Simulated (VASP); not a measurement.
Input of a VASP 6.6.1 run:

INCAR

```
PREC     = Accurate       # precision mode
ENCUT    = 520            # plane-wave cutoff, eV
EDIFF    = 1E-6           # SCF threshold, eV
ISMEAR   = 0              # smearing method
SIGMA    = 0.1            # smearing width, eV
LREAL    = F              # projectors in reciprocal space
LASPH    = T              # aspherical terms in the spheres
NELM     = 100            # most SCF steps
ALGO     = Normal         # electronic algorithm
ISIF     = 2              # what is computed and relaxed
LWAVE    = F              # write WAVECAR
LCHARG   = T              # write CHGCAR
GGA      = PE             # functional
LELF     = T              # ELF
LVHAR    = T            
NBANDS   = 36             # bands
```

The input KPOINTS:

```
Automatic mesh
0
Gamma
  6 6 4
```

The input POSCAR:

```
Nd2Hf2F
1.0
    4.8667989100      0.0000000000      0.0000000000
   -2.4333994600      4.2147714900      0.0000000000
    0.0000000000      0.0000000000      5.0241352500
Nd Hf F
2 2 1
Direct
    0.3333333300      0.6666666700      0.5000000000
    0.6666666700      0.3333333300      0.5000000000
    0.3333333300      0.6666666700      0.0000000000
    0.6666666700      0.3333333300      0.0000000000
    0.0000000000      0.0000000000      0.0000000000
```

Potentials or basis: VASP PAW PBE potentials, release 64 (Nd, Hf_pv, F).

The run is started by

```sh
$ cat potpaw_PBE.64/Nd/POTCAR potpaw_PBE.64/Hf_pv/POTCAR potpaw_PBE.64/F/POTCAR > POTCAR
$ mpirun -np 1 vasp_std > vasp.out
```

Task: What does it give for the band gap on the k mesh?

Result: Zero (an odd number of electrons rules out a gap without spin polarisation).

Task: Predict the pressure.

Result: 10.1 GPa.

Stress tensor (GPa, compression positive):
```
-0.31  0.00  0.00
 0.00 -0.31  0.00
 0.00  0.00 31.00
```

Caveat: the cell stands under pressure; spin-orbit coupling is left out, which moves the levels of the heavy elements; an odd number of electrons without spin polarisation forces a metal; a magnetic or distorted state may lie lower; the run has no spin polarisation, though such a crystal can be magnetic; semilocal functionals describe open f shells poorly, which spoils levels, moments and volumes. With open d or f shells a metallic result of PBE can be an artefact of self-interaction; +U or a hybrid may open a gap.
